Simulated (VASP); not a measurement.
Mg:

```
CELL_PARAMETERS angstrom
0.00000 2.26500 2.26500
2.26500 0.00000 2.26500
2.26500 2.26500 0.00000
ATOMIC_POSITIONS crystal
Mg 0.00000 0.00000 0.00000
```

This isn't the form of Mg at room conditions, which is hcp.

| Quantity | Value |
| --- | --- |
| Program | VASP 6.6.1 |
| Task | relaxation of cell and atoms |
| Functional | r2SCAN |
| Potentials or basis | VASP PAW PBE potentials, release 64 (Mg) |
| Cutoff | 660 eV |
| k mesh | 8 × 8 × 8 |
| Occupations | gaussian, width 0.05 eV |
| Spin | no spin polarisation |

At the start: pressure -1.0 GPa; volume 23.24 Å³/atom.

Task: Where does the relaxation end?

Result: Over 3 steps the energy falls by 2.2 meV/atom and the volume is 22.60 Å³/atom (-2.8 %); space group Fm-3m (No. 225, to 0.1 Å) before and after.

The path:
```
step  energy change (eV)  largest force (eV/Å)  pressure (GPa)  volume (Å³)
   1              0.0000                0.0000           -1.04        23.24
   2             -0.0021                0.0000           -0.24        22.73
   3             -0.0022                0.0000           -0.01        22.60
```

Final structure:
```
CELL_PARAMETERS angstrom
0.00000 2.24401 2.24401
2.24401 0.00000 2.24401
2.24401 2.24401 0.00000
ATOMIC_POSITIONS crystal
Mg 0.00000 0.00000 0.00000
```

Caveat: the PAW data sets were made with another functional, which shifts forces and pressure a little.
